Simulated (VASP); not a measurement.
# K2Ti (I4/mmm) in VASP: single point with PBE

Aim: the single point of K2Ti with PBE.

Program: VASP 6.6.1. These are calculated values, not measurements. Logs are shortened: lines on timing, memory, paths and dates and some standing lists are left out, and cuts for length are marked.

## (1) The cell of the first run

The structure is tetragonal, space group I4/mmm (No. 139). The conventional cell has a = 3.429 Å, b = 3.429 Å, c = 20.133 Å, α = 90.00°, β = 90.00°, γ = 90.00°. Within 4.5 Å of K (site symmetry 4mm) lie 4 K at 3.43 Å and 4 Ti at 3.79 Å. Ti (site symmetry 4/mmm) has 4 Ti at 3.43 Å and 8 K at 3.79 Å within 4.5 Å.

## (2) Single point, PBE

File INCAR:

```
SYSTEM = K2Ti
ALGO = Normal ; EDIFF = 1E-7
ENCUT = 520 ; GGA = PE
ISIF = 2 ; ISMEAR = 0
LASPH = .True. ; LCHARG = .True.
LELF = .True. ; LREAL = .False.
LVHAR = .True. ; LWAVE = .False.
NBANDS = 22 ; NELM = 100
PREC = Accurate ; SIGMA = 0.1
```

File KPOINTS:

```
k-points
0
Gamma
  6 6 6
  0 0 0
```

File POSCAR:

```
K2Ti
1.0
   -1.7144207230      1.7144207230     10.0664205368
    1.7144207230     -1.7144207230     10.0664205368
    1.7144207230      1.7144207230    -10.0664205368
K Ti
2 1
Direct
    0.6446674336      0.6446674336      0.0000000000
    0.3553325664      0.3553325664      0.0000000000
    0.0000000000      0.0000000000      0.0000000000
```

Potentials or basis: VASP PAW PBE potentials, release 64 (K_sv, Ti_sv).

On the command line:

```
cat potpaw_PBE.64/K_sv/POTCAR potpaw_PBE.64/Ti_sv/POTCAR > POTCAR
mpirun -np 1 vasp_std > vasp.out
```

OUTCAR:

```text
SYSTEM = K2Ti
   EDIFF = 1E-7
   ENCUT = 520
   GGA = PE
   ISIF = 2
   ISMEAR = 0
   LASPH = .True.
   LREAL = .False.
   NELM = 100
   PREC = Accurate

 ion  position               nearest neighbor table
   1  0.645  0.645  0.000-
   2  0.355  0.355  0.000-
   3  0.000  0.000  0.000-

  LATTYP: Found a body centered tetragonal cell.
 ALAT       =     3.4288414460
 C/A-ratio  =     5.8716162268

  Lattice vectors:

 A1 = (  -1.7144207230,   1.7144207230,  10.0664205368)
 A2 = (   1.7144207230,  -1.7144207230,  10.0664205368)
 A3 = (   1.7144207230,   1.7144207230, -10.0664205368)

Analysis of symmetry for initial positions (statically):
=====================================================================
 Subroutine PRICEL returns:
 Original cell was already a primitive cell.

 Routine SETGRP: Setting up the symmetry group for a
 body centered tetragonal supercell.

 Subroutine GETGRP returns: Found 16 space group operations
 (whereof 16 operations were pure point group operations)
 out of a pool of 16 trial point group operations.

The static configuration has the point symmetry D_4h.

Analysis of symmetry for dynamics (positions and initial velocities):
=====================================================================
 Subroutine PRICEL returns:
 Original cell was already a primitive cell.

 Routine SETGRP: Setting up the symmetry group for a
 body centered tetragonal supercell.

 Subroutine GETGRP returns: Found 16 space group operations
 (whereof 16 operations were pure point group operations)
 out of a pool of 16 trial point group operations.

The dynamic configuration has the point symmetry D_4h.

 Subroutine INISYM returns: Found 16 space group operations
 (whereof 16 operations are pure point group operations),
 and found     1 'primitive' translations

----------------------------------------------------------------------------------------

                                     Primitive cell

  volume of cell :     118.3504

  direct lattice vectors                    reciprocal lattice vectors
    -1.714420723  1.714420723 10.066420537     0.000000000  0.291643698  0.049670089
     1.714420723 -1.714420723 10.066420537     0.291643698  0.000000000  0.049670089
     1.714420723  1.714420723-10.066420537     0.291643698  0.291643698  0.000000000

  length of vectors
[... 76 lines left out ...]
   ISTART =      0    job   : 0-new  1-cont  2-samecut
   ICHARG =      2    charge: 1-file 2-atom 10-const
   ISPIN  =      1    spin polarized calculation?
   LNONCOLLINEAR =      F non collinear calculations
   LSORBIT =      F    spin-orbit coupling
   LASPH  =      T    aspherical Exc in radial PAW
   ENCUT  =  520.0 eV  38.22 Ry    6.18 a.u.  19.25 19.25 19.25*2*pi/ulx,y,z
   NELM   =    100;   NELMIN=  2; NELMDL= -5     # of ELM steps
   EDIFF  = 0.1E-06   stopping-criterion for ELM
   LREAL  =      F    real-space projection
   EDIFFG = 0.1E-05   stopping-criterion for IOM
   NSW    =      0    number of steps for IOM
   IBRION =     -1    ionic relax: 0-MD 1-quasi-New 2-CG
   NFREE  =      0    steps in history (QN), initial steepest desc. (CG)
   ISIF   =      2    stress and relaxation
   ISYM   =      2    0-nonsym 1-usesym 2-fastsym
   POTIM  = 0.5000    time-step for ionic-motion
   TEBEG  =    0.0;   TEEND  =   0.0 temperature during run
   PSTRESS=    0.0 pullay stress
   NELECT =      30.0000    total number of electrons
   NUPDOWN=      -1.0000    fix difference up-down
   EMIN   =  10.00;   EMAX   =-10.00  energy-range for DOS
   EFERMI =   0.00;   METHOD = LEGACY
   ISMEAR =     0;   SIGMA  =   0.10  broadening in eV -4-tet -1-fermi 0-gaus
   EFERMI_NEDOS =   21; number of points for ismear=-14 and -15
   IALGO  =     38    algorithm
   IMIX   =      4    mixing-type and parameters
     AMIX     =   0.40;   BMIX     =  1.00
     AMIX_MAG =   1.60;   BMIX_MAG =  1.00
  volume/ion in A,a.u.               =      39.45       266.22
  Fermi-wavevector in a.u.,A,eV,Ry     =   1.036077  1.957901 14.605244  1.073455
  Thomas-Fermi vector in A             =   2.170450
   LORBIT       =      0    0 simple, 1 ext, 2 COOP (PROOUT), +10 PAW based schemes
   GGA     = PE    functional components
   LHFCALC =     F    Hartree Fock is set to
   AEXX    =    0.0000 exact exchange contribution
   IVDW    =     0    specifies the selected vdW correction
   LEPSILON=     F    determine dielectric tensor
   LRPA    =     F    only Hartree local field effects (RPA)
 non-spin polarized calculation
 Gauss-broadening in eV      SIGMA  =   0.10
  energy-cutoff  :      520.00
  volume of cell :      118.35
 maximum number of plane-waves:      3204
 NGX is ok and might be reduce to    80
   NGX = 39   NGY = 39   NGZ = 39

 number of electron      30.0000000 magnetization

 Free energy of the ion-electron system (eV)
  ---------------------------------------------------
  ext. energy  EPLUGINS =         0.00000000
  ---------------------------------------------------
  free energy    TOTEN  =        -6.74613096 eV

  energy without entropy =       -6.70972168  energy(sigma->0) =       -6.72792632

 E-fermi :   1.7320     XC(G=0):  -7.5476

 val. band max:        1.7315026236   @ k =   0.5000   0.5000   0.0000
 cond. band min:       1.7330926274   @ k =   0.3333   0.3333   0.1667
 fundamental gap:      0.0015900038
 Fermi energy:         1.7319895914

 k-point     1 :       0.0000    0.0000    0.0000
  band No.  band energies     occupation
      1     -55.7747      2.00000
      2     -32.0998      2.00000
      3     -31.9254      2.00000
      4     -31.9254      2.00000
      5     -30.0135      2.00000
      6     -30.0116      2.00000
[... 589 lines left out ...]
     21       3.8002      0.00000
     22       5.1424      0.00000

 [... further k-points ...]
[... 5 lines left out ...]
  --------------------------------------------------------------------------------------
  -------------------------------------------------------------------------------------
  Total        0.0090958      0.0090958      0.0075713      0.0000000     -0.0000000      0.0000000
  in kB        0.1231351      0.1231351      0.1024964      0.0000000     -0.0000000      0.0000000
  external PRESSURE =       0.1162555 kB  Pullay stress =       0.0000000 kB

 VOLUME and BASIS-vectors are now :
 -----------------------------------------------------------------------------
  energy-cutoff  :      520.00
  volume of cell :      118.35
      direct lattice vectors                 reciprocal lattice vectors
    -1.714420723  1.714420723 10.066420537     0.000000000  0.291643698  0.049670089
     1.714420723 -1.714420723 10.066420537     0.291643698  0.000000000  0.049670089
     1.714420723  1.714420723-10.066420537     0.291643698  0.291643698  0.000000000

 POSITION                                       TOTAL-FORCE (eV/Angst)
 -----------------------------------------------------------------------------------
      0.00000      0.00000     12.97899        -0.000000     -0.000000      0.003615
      0.00000      0.00000      7.15385        -0.000000     -0.000000     -0.003615
      0.00000      0.00000      0.00000         0.000000      0.000000     -0.000000
 -----------------------------------------------------------------------------------
    total drift:                               -0.000000      0.000000     -0.000000

  FREE ENERGIE OF THE ION-ELECTRON SYSTEM (eV)
  ---------------------------------------------------
  free  energy   TOTEN  =        -6.7461309623 eV

  energy  without entropy=       -6.7097216790  energy(sigma->0) =       -6.72792632
```

Wall time 11 min (1 thread of Intel Xeon 6975P-C (Granite Rapids), shared host); peak memory 0.9 GiB.

What came out:

```
Free energy            : -6.7461 eV
Pressure               : 0.0 GPa
Largest force          : 0.004 eV/Å
Band gap on the k mesh : zero (band 15 reaches 1.84 eV, above the bottom of band 16 at 1.43 eV)
```

Forces in eV/Å, atoms in the order of the input:
```
K    0.000  0.000  0.004
K    0.000  0.000 -0.004
Ti   0.000  0.000  0.000
```

Caveat: the k points lie up to 0.43 Å⁻¹ apart.
